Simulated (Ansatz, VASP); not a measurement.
## Two plane-wave programs on Ge

```xyz
1
Lattice="0.0000 2.0421 2.0421 2.0421 0.0000 2.0421 2.0421 2.0421 0.0000" Properties=species:S:1:pos:R:3 pbc="T T T"
Ge    0.0000    0.0000    0.0000
```

Alike in both runs: task single point; functional PBEsol; k mesh 15 × 15 × 15; occupations fermi-dirac, width 0.1 eV; no spin polarisation.

|  | VASP | Ansatz |
| --- | --- | --- |
| version | VASP 6.6.1 | Ansatz 0.2.0 |
| potentials or method | VASP PAW PBE potentials, release 64 (Ge_d), cutoff 520 eV | plane waves (420 eV) with PAW, scalar-relativistic |
| valence electrons in the cell | 14 | 14 |

```csv
,VASP,Ansatz,Ansatz less VASP
pressure (GPa),7.7,7.7,-0.01
```

VASP's potentials were made for PBE, not for PBEsol, and Ansatz warns of the same on its side.
